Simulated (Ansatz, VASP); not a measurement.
Zr: VASP beside Ansatz

```
Zr
1.0
     3.18832    0.00000    0.00000
    -1.59416    2.76116    0.00000
     0.00000    0.00000    5.07744
Zr
2
Direct
  0.33333 0.66667 0.25000
  0.66667 0.33333 0.75000
```

Change from the starting cell: volume scaled by 0.96.

Alike in both runs: task single point; functional PBEsol; k mesh 13 × 13 × 7; occupations fermi-dirac, width 0.08 eV; no spin polarisation.

|  | VASP | Ansatz |
| --- | --- | --- |
| version | VASP 6.6.1 | Ansatz 0.2.0 |
| potentials or method | VASP PAW PBE potentials, release 64 (Zr_sv), cutoff 520 eV | all-electron LAPW, scalar-relativistic |

|  | VASP | Ansatz | Ansatz less VASP |
| --- | --- | --- | --- |
| pressure (GPa) | 0.6 | 0.6 | -0.03 |
| traceless stress, the component that is largest in VASP (GPa) | 0.68 | 0.68 | -0.002 |

VASP's potentials were made for PBE, not for PBEsol. Ansatz ran all-electron here, and VASP with PAW potentials.
